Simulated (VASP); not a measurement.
Input of a VASP 6.6.1 run:

INCAR

```
SYSTEM = Ta
PREC = Accurate
ENCUT = 520
EDIFF = 1E-6
ISMEAR = 0
SIGMA = 0.15
LREAL = .False.
LASPH = .True.
NELM = 60
ALGO = Fast
ISIF = 2
LWAVE = .False.
LCHARG = .False.
GGA = PS
NBANDS = 12
```

File KPOINTS:

```
Automatic mesh
0
Gamma
  22 22 22
  0 0 0
```

The input POSCAR:

```
Ta
1.0
   -1.5232487751      1.5232487751      2.0539486483
    1.5232487751     -1.5232487751      2.0539486483
    1.5232487751      1.5232487751     -2.0539486483
Ta
1
Direct
    0.0000000000      0.0000000000      0.0000000000
```

Potentials or basis: VASP PAW PBE potentials, release 64 (Ta_pv).

The run is started by

```console
$ cat potpaw_PBE.64/Ta_pv/POTCAR > POTCAR
$ mpirun -np 1 vasp_std > vasp.out
```

(1) What does it give for the pressure?

(2) What does it give for the band gap on the k mesh?

Answers

(1) -8.8 GPa.

(2) zero (an odd number of electrons rules out a gap without spin polarisation).

Caveat: the cell stands under tension; the PAW data sets were made with another functional, which shifts forces and pressure a little; spin-orbit coupling is left out, which moves the levels of the heavy elements.
